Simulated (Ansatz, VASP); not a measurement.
# One calculation of WS2, two programs

The input INCAR:

```
PREC = Accurate ; ENCUT = 600
EDIFF = 1E-6 ; ISMEAR = 0
SIGMA = 0.05 ; LREAL = False
LASPH = True ; NELM = 80
ALGO = Normal ; ISIF = 3
LWAVE = False ; LCHARG = False
GGA = CA ; IBRION = 2
NSW = 100 ; EDIFFG = -0.01
```

KPOINTS

```
regular mesh
0
Gamma
  12 12 2
```

Contents of POSCAR:

```
WS2
1.0
    3.1377493201     -0.1019164951      0.0005165063
   -1.6571369339      2.7416992086     -0.0108341442
    0.0028016125     -0.0662397709     17.9305637176
W S
1 2
Direct
    0.3452572877      0.6244599908     -0.0039294872
    0.6415159317      0.2992586073      0.9167110055
    0.6798934474      0.4096147353      0.0872184817
```

Input for Ansatz:

```yaml
crystal:
  lattice:
    - [3.1377493201, -0.1019164951, 0.0005165063]
    - [-1.6571369339, 2.7416992086, -0.0108341442]
    - [0.0028016125, -0.0662397709, 17.9305637176]
  atoms:
    - { symbol: W, position: [0.3452572877, 0.6244599908, -0.0039294872] }
    - { symbol: S, position: [0.6415159317, 0.2992586073, 0.9167110055] }
    - { symbol: S, position: [0.6798934474, 0.4096147353, 0.0872184817] }
basis:
  ecutwfc: 420
kpoints:
  mp_grid: { grid: [12, 12, 2] }
hamiltonian:
  xc: lda
scf:
  occupations: { method: gaussian, width: 0.05 }
output:
  forces: true
  stress: true
  eigenvalues: true
  write_density: true
  write_potential: true
  elf: true
  volumetric_format: npy
relax:
  adjacent_minimum: "off"
  f_tol: 0.01
  max_steps: 80
  cell: { stress_tol: 0.1 }
```

Change from the starting cell: all atoms moved at random, sigma 0.1 Å a component, cell strained at random, sigma 0.03; relaxed back.

Alike in both runs: task relaxation of cell and atoms; functional LDA; k mesh 12 × 12 × 2; occupations gaussian, width 0.05 eV; no spin polarisation.

```csv
,VASP,Ansatz
version,VASP 6.6.1,Ansatz 0.2.0
potentials or method,"VASP PAW LDA potentials, release 64 (W_sv, S), cutoff 600 eV","scalar-relativistic, plane waves, PAW"
valence electrons in the cell,26,26
```

VASP gave:

* gap on the k mesh at the Fermi level, each at its own relaxed structure (eV): 1.99
* relaxed volume (Å³/atom): 51.07
* relaxed length of the cell vector where the two differ most in proportion (Å): 18.127

Question: What did Ansatz give for the same quantities?

Answer: gap on the k mesh at the Fermi level, each at its own relaxed structure (eV): 1.99; relaxed volume (Å³/atom): 50.65; relaxed length of the cell vector where the two differ most in proportion (Å): 17.967.

LDA's correlation is that of Perdew and Zunger in VASP and of Perdew and Wang (1992) in Ansatz. Ansatz's warnings: xc potential rough in thin density.

Neither program's run includes spin-orbit coupling.
